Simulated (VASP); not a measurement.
# In2O3 (R-3c) in VASP: single point with HSE06

Aim: the single point of In2O3 with HSE06.

Everything below comes from runs of VASP 6.6.1. Logs are shortened: lines on timing, memory, paths and dates and some standing lists are left out, and cuts for length are marked.

## (1) The cell of the first run

Symmetry: R-3c, No. 167, trigonal system. Conventional cell: a = 5.673 Å, b = 5.673 Å, c = 14.129 Å, α = 90.00°, β = 90.00°, γ = 120.00°. Within 2.9 Å of In (site symmetry 3) lie 6 O at 2.16 to 2.28 Å. Within 3.1 Å of O (site symmetry 2) lie 4 In at 2.16 to 2.28 Å and 8 O at 2.91 to 3.09 Å.

## (2) Single point, HSE06 (epitaxial xy strain +3.0%)

POSCAR

```
In2O3
1.0
    2.8365217899      1.6376666190      4.7095946457
   -2.8365217899      1.6376666190      4.7095946457
    0.0000000000     -3.2753332379      4.7095946457
In O
4 6
Direct
    0.6406745828      0.6406745828      0.6406745828
    0.8593254172      0.8593254172      0.8593254172
    0.3593254172      0.3593254172      0.3593254172
    0.1406745828      0.1406745828      0.1406745828
    0.0464653643      0.7500000000      0.4535346357
    0.7500000000      0.4535346357      0.0464653643
    0.4535346357      0.0464653643      0.7500000000
    0.9535346357      0.2500000000      0.5464653643
    0.5464653643      0.9535346357      0.2500000000
    0.2500000000      0.5464653643      0.9535346357
```

INCAR.step1

```
PREC = Accurate
ENCUT = 520
EDIFF = 1E-5
ISMEAR = 0
SIGMA = 0.01
LREAL = False
LASPH = True
NELM = 80
ALGO = Normal
ISIF = 2
LWAVE = True
LCHARG = False
NBANDS = 55
GGA = PE
KPAR = 8
```

INCAR.step2

```
PREC = Accurate
ENCUT = 520
EDIFF = 1E-6
ISMEAR = 0
SIGMA = 0.01
LREAL = False
LASPH = True
NELM = 80
ALGO = Normal
ISIF = 2
LWAVE = False
LCHARG = False
GGA = PE
LHFCALC = True
HFSCREEN = 0.2079
PRECFOCK = Fast
NBANDS = 55
ISTART = 1
KPAR = 8
```

KPOINTS

```
Automatic mesh
0
Gamma
  4 4 4
```

Potentials or basis: VASP PAW PBE potentials, release 64 (In_d, O).

Launch:

```console
$ cat potpaw_PBE.64/In_d/POTCAR potpaw_PBE.64/O/POTCAR > POTCAR
$ cp INCAR.step1 INCAR
$ mpirun -np 8 vasp_std > vasp.out
$ cp INCAR.step2 INCAR
$ mpirun -np 8 vasp_std > vasp.out
```

OUTCAR:

```text
PREC = Accurate
   ENCUT = 520
   EDIFF = 1E-6
   ISMEAR = 0
   LREAL = False
   LASPH = True
   NELM = 80
   ISIF = 2
   GGA = PE
   LHFCALC = True
   HFSCREEN = 0.2079
   PRECFOCK = Fast
   ISTART = 1

 ion  position               nearest neighbor table
   1  0.641  0.641  0.641-   8 2.16   9 2.16  10 2.16   6 2.28   7 2.28   5 2.28   2 3.09   3 3.36
                             3 3.36   3 3.36   2 3.65   2 3.65   2 3.65   3 3.98
   2  0.859  0.859  0.859-  10 2.16   9 2.16   8 2.16   5 2.28   7 2.28   6 2.28   1 3.09   4 3.36
                             4 3.36   4 3.36   1 3.65   1 3.65   1 3.65   4 3.98
   3  0.359  0.359  0.359-   5 2.16   7 2.16   6 2.16  10 2.28   9 2.28   8 2.28   4 3.09   1 3.36
                             1 3.36   1 3.36   4 3.65   4 3.65   4 3.65   1 3.98
   4  0.141  0.141  0.141-   6 2.16   7 2.16   5 2.16   8 2.28   9 2.28  10 2.28   3 3.09   2 3.36
                             2 3.36   2 3.36   3 3.65   3 3.65   3 3.65   2 3.98
   5  0.046  0.750  0.454-   3 2.16   4 2.16   2 2.28   1 2.28
   6  0.750  0.454  0.046-   4 2.16   3 2.16   1 2.28   2 2.28
   7  0.454  0.046  0.750-   3 2.16   4 2.16   1 2.28   2 2.28
   8  0.954  0.250  0.546-   1 2.16   2 2.16   4 2.28   3 2.28
   9  0.546  0.954  0.250-   1 2.16   2 2.16   3 2.28   4 2.28
  10  0.250  0.546  0.954-   2 2.16   1 2.16   3 2.28   4 2.28

  LATTYP: Found a trigonal (rhomboedric) cell.
 ALAT       =     5.7365572904
 COS(alpha) =     0.5110104551

  Lattice vectors:

 A1 = (   2.8365217899,   1.6376666190,   4.7095946457)
 A2 = (  -2.8365217899,   1.6376666190,   4.7095946457)
 A3 = (   0.0000000000,  -3.2753332379,   4.7095946457)

Analysis of symmetry for initial positions (statically):
=====================================================================
 Subroutine PRICEL returns:
 Original cell was already a primitive cell.

 Routine SETGRP: Setting up the symmetry group for a
 trigonal (rhombohedral) supercell.

 Subroutine GETGRP returns: Found 12 space group operations
 (whereof  6 operations were pure point group operations)
 out of a pool of 12 trial point group operations.

The static configuration has the point symmetry S_6 .
 The point group associated with its full space group is D_3d.

Analysis of symmetry for dynamics (positions and initial velocities):
=====================================================================
 Subroutine PRICEL returns:
 Original cell was already a primitive cell.

 Routine SETGRP: Setting up the symmetry group for a
 trigonal (rhombohedral) supercell.

 Subroutine GETGRP returns: Found 12 space group operations
 (whereof  6 operations were pure point group operations)
 out of a pool of 12 trial point group operations.

The dynamic configuration has the point symmetry S_6 .
 The point group associated with its full space group is D_3d.

 Subroutine INISYM returns: Found 12 space group operations
 (whereof  6 operations are pure point group operations),
 and found     1 'primitive' translations

----------------------------------------------------------------------------------------

                                     Primitive cell

  volume of cell :     131.2642

  direct lattice vectors                    reciprocal lattice vectors
     2.836521790  1.637666619  4.709594646     0.176272222  0.101770815  0.070777500
    -2.836521790  1.637666619  4.709594646    -0.176272222  0.101770815  0.070777500
     0.000000000 -3.275333238  4.709594646     0.000000000 -0.203541630  0.070777500

  length of vectors
     5.736557290  5.736557290  5.736557290     0.215496287  0.215496287  0.215496287

  position of ions in fractional coordinates (direct lattice)
     0.640674583  0.640674583  0.640674583
     0.859325417  0.859325417  0.859325417
     0.359325417  0.359325417  0.359325417
     0.140674583  0.140674583  0.140674583
     0.046465364  0.750000000  0.453534636
     0.750000000  0.453534636  0.046465364
     0.453534636  0.046465364  0.750000000
     0.953534636  0.250000000  0.546465364
[... 29 lines left out ...]
     0.000000000 -0.050885408  0.017694375    -0.000000000 -0.000000000  0.250000000

  Length of vectors
     0.053874072  0.053874072  0.053874072

  Shift w.r.t. Gamma in fractional coordinates (k-lattice)
     0.000000000  0.000000000  0.000000000

 Subroutine IBZKPT returns following result:
 ===========================================

 Found     13 irreducible k-points:

 Following reciprocal coordinates:
            Coordinates               Weight
  0.000000  0.000000  0.000000      1.000000
  0.250000 -0.000000  0.000000      6.000000
  0.500000 -0.000000  0.000000      3.000000
  0.250000  0.250000  0.000000      6.000000
  0.500000  0.250000 -0.000000     12.000000
 -0.250000  0.250000  0.000000      6.000000
  0.500000  0.500000  0.000000      3.000000
  0.250000  0.250000  0.250000      2.000000
  0.500000  0.250000  0.250000      6.000000
 -0.250000  0.250000  0.250000      6.000000
  0.500000  0.500000  0.250000      6.000000
 -0.250000  0.500000  0.250000      6.000000
  0.500000  0.500000  0.500000      1.000000
   k-points           NKPTS =     13   k-points in BZ     NKDIM =     64   number of bands    NBANDS=     55
   number of dos      NEDOS =    301   number of ions     NIONS =     10
   total plane-waves  NPLWV = 110592
   dimension x,y,z NGX =    48 NGY =   48 NGZ =   48
   dimension x,y,z NGXF=    96 NGYF=   96 NGZF=   96
   ions per type =               4   6
   NGX,Y,Z   is equivalent  to a cutoff of  13.91, 13.91, 13.91 a.u.
   NGXF,Y,Z  is equivalent  to a cutoff of  27.82, 27.82, 27.82 a.u.
 SYSTEM =  unknown system
   PREC   = accura    normal or accurate (medium, high low for compatibility)
   ISTART =      1    job   : 0-new  1-cont  2-samecut
   ICHARG =      0    charge: 1-file 2-atom 10-const
   ISPIN  =      1    spin polarized calculation?
   LNONCOLLINEAR =      F non collinear calculations
   LSORBIT =      F    spin-orbit coupling
   LASPH  =      T    aspherical Exc in radial PAW
   ENCUT  =  520.0 eV  38.22 Ry    6.18 a.u.  10.67 10.67 10.67*2*pi/ulx,y,z
   NELM   =     80;   NELMIN=  2; NELMDL=  0     # of ELM steps
   EDIFF  = 0.1E-05   stopping-criterion for ELM
   LREAL  =      F    real-space projection
   EDIFFG = 0.1E-04   stopping-criterion for IOM
   NSW    =      0    number of steps for IOM
   IBRION =     -1    ionic relax: 0-MD 1-quasi-New 2-CG
   NFREE  =      0    steps in history (QN), initial steepest desc. (CG)
   ISIF   =      2    stress and relaxation
   ISYM   =      3    0-nonsym 1-usesym 2-fastsym
   POTIM  = 0.5000    time-step for ionic-motion
   TEBEG  =    0.0;   TEEND  =   0.0 temperature during run
   PSTRESS=    0.0 pullay stress
   NELECT =      88.0000    total number of electrons
   NUPDOWN=      -1.0000    fix difference up-down
   EMIN   =  10.00;   EMAX   =-10.00  energy-range for DOS
   EFERMI =   0.00;   METHOD = LEGACY
   ISMEAR =     0;   SIGMA  =   0.01  broadening in eV -4-tet -1-fermi 0-gaus
   EFERMI_NEDOS =   21; number of points for ismear=-14 and -15
   IALGO  =     38    algorithm
   IMIX   =      1    mixing-type and parameters
     AMIX     =   0.40;   BMIX     =  1.00
     AMIX_MAG =   1.60;   BMIX_MAG =  1.00
  volume/ion in A,a.u.               =      13.13        88.58
  Fermi-wavevector in a.u.,A,eV,Ry     =   1.432804  2.707608 27.931789  2.052929
  Thomas-Fermi vector in A             =   2.552392
   LORBIT       =      0    0 simple, 1 ext, 2 COOP (PROOUT), +10 PAW based schemes
   GGA     = PE    functional components
   LHFCALC =     T    Hartree Fock is set to
   PRECFOCK=fast      Normal, Fast or Accurate (Low or Medium for compatibility)
   ENCUT4O =  -1.0   cutoff for four orbital integrals eV
   NKREDX  =     1    reduce k-point grid by
   NKREDY  =     1    reduce k-point grid by
   NKREDZ  =     1    reduce k-point grid by
   AEXX    =    0.2500 exact exchange contribution
   HFSCREEN=    0.2079 screening length (either q_TF or 0.3 A-1)
   HFSCREENC=   0.2079 screening length for correlation (either q_TF or 0.3 A-1)
   ENCUTFOCK=  -1.0 apply spherical cutoff to Coloumb kernel
   IVDW    =     0    specifies the selected vdW correction
   LEPSILON=     F    determine dielectric tensor
   LRPA    =     F    only Hartree local field effects (RPA)
 non-spin polarized calculation
 Gauss-broadening in eV      SIGMA  =   0.01
  energy-cutoff  :      520.00
  volume of cell :      131.26
 maximum number of plane-waves:      3549
 NGX is ok and might be reduce to    48
  NGX = 24; NGY = 24; NGZ = 24

 number of electron      87.9999982 magnetization

 Free energy of the ion-electron system (eV)
  ---------------------------------------------------
  ext. energy  EPLUGINS =         0.00000000
  ---------------------------------------------------
  free energy    TOTEN  =       -69.75509557 eV

  energy without entropy =      -69.75509557  energy(sigma->0) =      -69.75509557

 E-fermi :   4.1661     XC(G=0):  -9.0556

 val. band max:        4.0987166188   @ k =   0.2500  -0.0000   0.0000
 cond. band min:       6.4248800203   @ k =   0.0000   0.0000   0.0000
 fundamental gap:      2.3261634015
 Fermi energy:         4.1661446456

 k-point     1 :       0.0000    0.0000    0.0000
  band No.  band energies     occupation
      1     -14.8717      2.00000
      2     -13.9978      2.00000
      3     -13.9978      2.00000
      4     -13.8304      2.00000
      5     -13.8304      2.00000
      6     -13.6221      2.00000
[... 743 lines left out ...]
     54      15.4502      0.00000
     55      17.8113      0.00000

------------------------ aborting loop because EDIFF is reached ----------------------------------------

  FORCE on cell =-STRESS in cart. coord.  units (eV):
  Direction    XX          YY          ZZ          XY          YZ          ZX
  --------------------------------------------------------------------------------------
  -------------------------------------------------------------------------------------
  Total       -8.2978589     -8.2978589      0.0650795      0.0000000      0.0000000      0.0000000
  in kB     -101.2815234   -101.2815234      0.7943442      0.0000000      0.0000000      0.0000000
  external PRESSURE =     -67.2562342 kB  Pullay stress =       0.0000000 kB

 VOLUME and BASIS-vectors are now :
 -----------------------------------------------------------------------------
  energy-cutoff  :      520.00
  volume of cell :      131.26
      direct lattice vectors                 reciprocal lattice vectors
     2.836521790  1.637666619  4.709594646     0.176272222  0.101770815  0.070777500
    -2.836521790  1.637666619  4.709594646    -0.176272222  0.101770815  0.070777500
     0.000000000 -3.275333238  4.709594646     0.000000000 -0.203541630  0.070777500

 POSITION                                       TOTAL-FORCE (eV/Angst)
 -----------------------------------------------------------------------------------
      0.00000      0.00000      9.05195        -0.000000      0.000000      0.029273
      0.00000      0.00000     12.14122        -0.000000     -0.000000     -0.029273
      0.00000      0.00000      5.07683        -0.000000     -0.000000     -0.029273
      0.00000      0.00000      1.98756        -0.000000      0.000000      0.029273
     -1.99559     -0.18113      5.88699         0.018378      0.031832     -0.000000
      0.84093      1.81880      5.88699         0.018378     -0.031832     -0.000000
      1.15466     -1.63767      5.88699        -0.036756      0.000000     -0.000000
      1.99559      0.18113      8.24179        -0.018378     -0.031832     -0.000000
     -1.15466      1.63767      8.24179         0.036756      0.000000     -0.000000
     -0.84093     -1.81880      8.24179        -0.018378      0.031832     -0.000000
 -----------------------------------------------------------------------------------
    total drift:                                0.000001     -0.000002      0.000000

  FREE ENERGIE OF THE ION-ELECTRON SYSTEM (eV)
  ---------------------------------------------------
  free  energy   TOTEN  =       -69.7550955701 eV

  energy  without entropy=      -69.7550955701  energy(sigma->0) =      -69.75509557
```

Wall time 29 min (8 MPI ranks of Intel Xeon Platinum 8488C (Sapphire Rapids), shared host); peak memory 0.51 GiB.

Results:

| Property | Result |
| --- | --- |
| Free energy | -69.7551 eV |
| Pressure | -6.7 GPa |
| Largest force | 0.037 eV/Å |
| Band gap on the k mesh | 2.33 eV (least direct gap 2.48 eV) |

Forces in eV/Å, atoms in the order of the input:
```
In   0.000  0.000  0.029
In   0.000  0.000 -0.029
In   0.000  0.000 -0.029
In   0.000  0.000  0.029
O    0.018  0.032  0.000
O    0.018 -0.032  0.000
O   -0.037  0.000  0.000
O   -0.018 -0.032  0.000
O    0.037  0.000  0.000
O   -0.018  0.032  0.000
```

Caveat: the cell differs from its parent crystal (epitaxial xy strain +3.0%); the stress differs along the axes, from -10 to 0 GPa; the PAW data sets were made with another functional, which shifts forces and pressure a little; spin-orbit coupling is left out, which moves the levels of the heavy elements. A k mesh can miss the band edges.
